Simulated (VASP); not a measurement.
# Pt (Im-3m) in VASP: notebook

Aim: see how the results for Pt move with the level of theory and the settings. Levels: B3LYP, LDA. Tasks: single point, relaxation of cell and atoms.

Everything below comes from runs of VASP 6.6.1. Logs are shortened: lines on timing, memory, paths and dates and some standing lists are left out, and cuts for length are marked.

## (1) The cell of the first run

It takes space group Im-3m (No. 229, cubic). Conventional cell: a = 3.168 Å, b = 3.168 Å, c = 3.168 Å, α = 90.00°, β = 90.00°, γ = 90.00°. Pt (site symmetry m-3m) has 14 Pt at 2.74 to 3.17 Å within 3.6 Å.

This isn't the form of Pt at room conditions, which is fcc.

## (2) Single point, B3LYP

The input, POSCAR:

```
Pt
1.0
   -1.5842200000      1.5842200000      1.5842200000
    1.5842200000     -1.5842200000      1.5842200000
    1.5842200000      1.5842200000     -1.5842200000
Pt
1
Direct
    0.0000000000      0.0000000000      0.0000000000
```

The input, INCAR.step1:

```
SYSTEM = Pt
PREC = Accurate
ENCUT = 430
EDIFF = 1E-5
ISMEAR = -1
SIGMA = 0.05
LREAL = .False.
LASPH = .True.
NELM = 120
ALGO = Normal
ISIF = 2
LWAVE = .True.
LCHARG = .False.
GGA = PE
NBANDS = 15
GGA_COMPAT = .False.
```

The input, INCAR.step2:

```
SYSTEM = Pt
PREC = Accurate
ENCUT = 430
EDIFF = 1E-6
ISMEAR = -1
SIGMA = 0.05
LREAL = .False.
LASPH = .True.
NELM = 120
ALGO = Normal
ISIF = 2
LWAVE = .False.
LCHARG = .False.
GGA = B3
LHFCALC = .True.
AEXX = 0.2
AGGAX = 0.72
AGGAC = 0.81
ALDAC = 0.19
PRECFOCK = Normal
ISTART = 1
NBANDS = 15
GGA_COMPAT = .False.
```

The input, KPOINTS:

```
regular mesh
0
Gamma
  6 6 6
  0 0 0
```

Potentials or basis: VASP PAW PBE potentials, release 64 (Pt_sv_GW).

Command:

```bash
cat potpaw_PBE.64/Pt_sv_GW/POTCAR > POTCAR
cp INCAR.step1 INCAR
mpirun -np 1 vasp_std > vasp.out
cp INCAR.step2 INCAR
mpirun -np 1 vasp_std > vasp.out
```

OUTCAR:

```text
SYSTEM = Pt
   PREC = Accurate
   ENCUT = 430
   EDIFF = 1E-6
   ISMEAR = -1
   LREAL = .False.
   LASPH = .True.
   NELM = 120
   ISIF = 2
   GGA = B3
   LHFCALC = .True.
   AEXX = 0.2
   PRECFOCK = Normal
   ISTART = 1

 ion  position               nearest neighbor table
   1  0.000  0.000  0.000-

  LATTYP: Found a body centered cubic cell.
 ALAT       =     3.1684400000

  Lattice vectors:

 A1 = (  -1.5842200000,   1.5842200000,   1.5842200000)
 A2 = (   1.5842200000,  -1.5842200000,   1.5842200000)
 A3 = (   1.5842200000,   1.5842200000,  -1.5842200000)

Analysis of symmetry for initial positions (statically):
=====================================================================
 Subroutine PRICEL returns:
 Original cell was already a primitive cell.

 Routine SETGRP: Setting up the symmetry group for a
 body centered cubic supercell.

 Subroutine GETGRP returns: Found 48 space group operations
 (whereof 48 operations were pure point group operations)
 out of a pool of 48 trial point group operations.

The static configuration has the point symmetry O_h .

Analysis of symmetry for dynamics (positions and initial velocities):
=====================================================================
 Subroutine PRICEL returns:
 Original cell was already a primitive cell.

 Routine SETGRP: Setting up the symmetry group for a
 body centered cubic supercell.

 Subroutine GETGRP returns: Found 48 space group operations
 (whereof 48 operations were pure point group operations)
 out of a pool of 48 trial point group operations.

The dynamic configuration has the point symmetry O_h .

 Subroutine INISYM returns: Found 48 space group operations
 (whereof 48 operations are pure point group operations),
 and found     1 'primitive' translations

----------------------------------------------------------------------------------------

                                     Primitive cell

  volume of cell :      15.9040

  direct lattice vectors                    reciprocal lattice vectors
    -1.584220000  1.584220000  1.584220000     0.000000000  0.315612731  0.315612731
     1.584220000 -1.584220000  1.584220000     0.315612731  0.000000000  0.315612731
     1.584220000  1.584220000 -1.584220000     0.315612731  0.315612731  0.000000000

  length of vectors
     2.743949530  2.743949530  2.743949530     0.446343804  0.446343804  0.446343804

  position of ions in fractional coordinates (direct lattice)
[... 84 lines left out ...]
   EFERMI_NEDOS =   21; number of points for ismear=-14 and -15
   IALGO  =     38    algorithm
   IMIX   =      1    mixing-type and parameters
     AMIX     =   0.40;   BMIX     =  1.00
     AMIX_MAG =   1.60;   BMIX_MAG =  1.00
  volume/ion in A,a.u.               =      15.90       107.33
  Fermi-wavevector in a.u.,A,eV,Ry     =   1.706070  3.224005 39.602135  2.910675
  Thomas-Fermi vector in A             =   2.785174
   LORBIT       =      0    0 simple, 1 ext, 2 COOP (PROOUT), +10 PAW based schemes
   GGA     = B3    functional components
   LHFCALC =     T    Hartree Fock is set to
   PRECFOCK=normal    Normal, Fast or Accurate (Low or Medium for compatibility)
   ENCUT4O =  -1.0   cutoff for four orbital integrals eV
   NKREDX  =     1    reduce k-point grid by
   NKREDY  =     1    reduce k-point grid by
   NKREDZ  =     1    reduce k-point grid by
   AEXX    =    0.2000 exact exchange contribution
   HFSCREEN=    0.0000 screening length (either q_TF or 0.3 A-1)
   HFSCREENC=   0.0000 screening length for correlation (either q_TF or 0.3 A-1)
   ENCUTFOCK=  -1.0 apply spherical cutoff to Coloumb kernel
   IVDW    =     0    specifies the selected vdW correction
   LEPSILON=     F    determine dielectric tensor
   LRPA    =     F    only Hartree local field effects (RPA)
 non-spin polarized calculation
  energy-cutoff  :      430.00
  volume of cell :       15.90
 maximum number of plane-waves:       329
 NGX is ok and might be reduce to    20
  NGX = 14; NGY = 14; NGZ = 14

 number of electron      17.9999998 magnetization

 Free energy of the ion-electron system (eV)
  ---------------------------------------------------
  ext. energy  EPLUGINS =         0.00000000
  ---------------------------------------------------
  free energy    TOTEN  =        -4.70048438 eV

  energy without entropy =       -4.69729671  energy(sigma->0) =       -4.69889055

 E-fermi :   9.4456     XC(G=0): -10.8924

 val. band max:        8.7318255896   @ k =   0.3333   0.0000   0.0000
 cond. band min:       9.5654603407   @ k =  -0.3333   0.5000   0.1667
 fundamental gap:      0.8336347511
 Fermi energy:         9.4455629920

 k-point     1 :       0.0000    0.0000    0.0000
  band No.  band energies     occupation
      1     -91.8115      2.00000
      2     -45.0235      2.00000
      3     -45.0235      2.00000
      4     -45.0234      2.00000
      5      -0.6434      2.00000
      6       5.2407      2.00000
      7       5.2407      2.00000
      8       5.2407      2.00000
      9       7.6819      2.00000
     10       7.6819      2.00000
     11      28.1379      0.00000
     12      28.1379      0.00000
     13      28.1379      0.00000
     14      38.5698      0.00000
[... 257 lines left out ...]
      2     -45.3912      2.00000
      3     -45.3912      2.00000
      4     -45.3912      2.00000
      5       2.4484      2.00000
      6       2.4484      2.00000
      7      10.4013      0.00000
      8      10.4013      0.00000
      9      10.4013      0.00000
     10      18.4844      0.00000
     11      18.4844      0.00000
     12      18.4844      0.00000
     13      23.9167      0.00000
     14      30.3332      0.00000
     15      30.3332      0.00000

------------------------ aborting loop because EDIFF is reached ----------------------------------------

  FORCE on cell =-STRESS in cart. coord.  units (eV):
  Direction    XX          YY          ZZ          XY          YZ          ZX
  --------------------------------------------------------------------------------------
  -------------------------------------------------------------------------------------
  Total        0.3339792      0.3339792      0.3339792      0.0000000     -0.0000000      0.0000000
  in kB       33.6452368     33.6452368     33.6452368      0.0000000     -0.0000000      0.0000000
  external PRESSURE =      33.6452368 kB  Pullay stress =       0.0000000 kB

 VOLUME and BASIS-vectors are now :
 -----------------------------------------------------------------------------
  energy-cutoff  :      430.00
  volume of cell :       15.90
      direct lattice vectors                 reciprocal lattice vectors
    -1.584220000  1.584220000  1.584220000     0.000000000  0.315612731  0.315612731
     1.584220000 -1.584220000  1.584220000     0.315612731  0.000000000  0.315612731
     1.584220000  1.584220000 -1.584220000     0.315612731  0.315612731  0.000000000

 POSITION                                       TOTAL-FORCE (eV/Angst)
 -----------------------------------------------------------------------------------
      0.00000      0.00000      0.00000         0.000000      0.000000      0.000000
 -----------------------------------------------------------------------------------
    total drift:                               -0.000001     -0.000000      0.000000

  FREE ENERGIE OF THE ION-ELECTRON SYSTEM (eV)
  ---------------------------------------------------
  free  energy   TOTEN  =        -4.7004843809 eV

  energy  without entropy=       -4.6972967145  energy(sigma->0) =       -4.69889055
```

It took 5.1 min on 1 thread of Intel Xeon Platinum 8559C (Emerald Rapids), shared host; peak memory 0.13 GiB.

What came out:

- Free energy: -4.7005 eV
- Pressure: 3.4 GPa
- Band gap on the k mesh: zero (bands 9 and 10 overlap by 3.16 eV)

Caveat: the k points lie up to 0.47 Å⁻¹ apart, too coarse for converged energies and pressures of a metal; the PAW data sets were made with another functional, which shifts forces and pressure a little; spin-orbit coupling is left out, which moves the levels of the heavy elements.

## (3) Single point, LDA

This run uses another cell than the first one, of 14.95 Å³/atom.

The input, INCAR:

```
PREC = Accurate ; ENCUT = 570
EDIFF = 1E-6 ; ISMEAR = -1
SIGMA = 0.05 ; LREAL = F
LASPH = T ; NELM = 120
ALGO = Normal ; ISIF = 2
LWAVE = F ; LCHARG = F
NBANDS = 15 ; GGA_COMPAT = F
```

The input, KPOINTS:

```
regular mesh
0
Gamma
  12 12 12
```

The input, POSCAR:

```
Pt
1.0
   -1.5518799051      1.5518799051      1.5518799051
    1.5518799051     -1.5518799051      1.5518799051
    1.5518799051      1.5518799051     -1.5518799051
Pt
1
Direct
    0.0000000000      0.0000000000      0.0000000000
```

Potentials or basis: VASP PAW LDA potentials, release 64 (Pt_sv_GW).

Command:

```bash
cat potpaw_LDA.64/Pt_sv_GW/POTCAR > POTCAR
mpirun -np 1 vasp_std > vasp.out
```

Wall time 20 s (1 thread of Intel Xeon Platinum 8259CL at 2.50GHz (Skylake/Cascade Lake), shared host); peak memory 0.14 GiB.

Results (log left out):

| Item | Value |
| --- | --- |
| Free energy | -7.2294 eV |
| Pressure | -1.2 GPa |
| Band gap on the k mesh | zero (bands 9 and 10 overlap by 2.36 eV) |

Levels at points of the mesh, in eV from the Fermi level:
```tsv
k point	band 5	band 6	band 7	band 8	band 9	band 10	band 11	band 12	band 13	band 14
(0.00, 0.00, 0.00)	-9.97	-3.72	-3.72	-3.72	-0.99	-0.99	17.16	17.16	17.16	27.98
(0.50, 0.00, 0.00)	-7.01	-5.27	-1.18	-0.62	0.21	1.25	6.88	13.37	16.38	24.29
(0.50, 0.50, 0.50)	-6.52	-6.52	0.66	0.66	0.66	7.90	7.90	7.90	13.70	20.02
```

Caveat: spin-orbit coupling is left out, which moves the levels of the heavy elements.

## (4) Relaxation of cell and atoms, LDA

The input, INCAR:

```
SYSTEM = Pt
PREC = Accurate ; ENCUT = 570
EDIFF = 1E-7 ; ISMEAR = -1
SIGMA = 0.05 ; LREAL = .False.
LASPH = .True. ; NELM = 120
ALGO = Normal ; ISIF = 3
LWAVE = .False. ; LCHARG = .False.
IBRION = 2 ; NSW = 60
EDIFFG = -0.01 ; GGA_COMPAT = .False.
NELMIN = 4
```

The input, KPOINTS:

```
regular mesh
0
Gamma
  12 12 12
  0 0 0
```

The input, POSCAR:

```
Pt
1.0
   -1.5842200000      1.5842200000      1.5842200000
    1.5842200000     -1.5842200000      1.5842200000
    1.5842200000      1.5842200000     -1.5842200000
Pt
1
Direct
    0.0000000000      0.0000000000      0.0000000000
```

Command:

```bash
cat potpaw_LDA.64/Pt_sv_GW/POTCAR > POTCAR
mpirun -np 1 vasp_std > vasp.out
```

Wall time 80 s (1 thread of AMD EPYC 7R43 (Zen 3), shared host); peak memory 0.12 GiB.

The run converged. Its results:

* Free energy: -7.2373 eV
* Relaxed volume: 14.91 Å³/atom
* Relaxed cell: a = 2.685 Å, b = 2.685 Å, c = 2.685 Å, α = 109.47°, β = 109.47°, γ = 109.47°
* Space group after relaxing (to 0.1 Å): Im-3m (No. 229)
* Pressure after relaxing: 0.0 GPa
* Band gap on the k mesh: zero (bands 9 and 10 overlap by 2.38 eV)

Final structure:
```
Pt
1.0
    -1.55034    1.55034    1.55034
     1.55034   -1.55034    1.55034
     1.55034    1.55034   -1.55034
Pt
1
Cartesian
  0.0000 0.0000 0.0000
```

Levels at points of the mesh, in eV from the Fermi level:
```csv
k point,band 7,band 8,band 9,band 10,band 11,band 12
"(0.00, 0.00, 0.00)",-3.74,-3.74,-0.99,-0.99,17.16,17.16
"(0.50, 0.00, 0.00)",-1.19,-0.62,0.20,1.25,6.90,13.37
"(0.50, 0.50, 0.50)",0.67,0.67,0.67,7.91,7.91,7.91
```

Caveat: spin-orbit coupling is left out, which moves the levels of the heavy elements.

## (5) Overview

```tsv
task	level	potentials or basis	cell	k mesh	cutoff (eV)	grid for exact exchange (PRECFOCK)	share of exact exchange	gap on the mesh (eV)	pressure (GPa)
single point	B3LYP	VASP PAW PBE potentials, release 64 (Pt_sv_GW)	a = 2.744 Å, angles 109.5°, 1 atom	6 × 6 × 6	430	Normal	0.2	none	3.4
single point	LDA	VASP PAW LDA potentials, release 64 (Pt_sv_GW)	a = 2.688 Å, angles 109.5°, 1 atom	12 × 12 × 12	570	-	-	none	-1.2
relaxation of cell and atoms	LDA	VASP PAW LDA potentials, release 64 (Pt_sv_GW)	relaxed from a = 2.744 Å, angles 109.5°, 1 atom	12 × 12 × 12	570	-	-	none	0.0
```

Alike in all rows: no spin polarisation; smearing fermi-dirac 0.05 eV.

Caveats: some runs use coarse meshes; spin-orbit coupling is left out, which moves the levels of the heavy elements; the PAW data sets were made with another functional, which shifts forces and pressure a little (at least some runs).

Total energies depend on the potentials used, so only differences within one code and one set of settings carry meaning.

The gap in the log of VASP goes by the Fermi energy; the results here count the filled bands.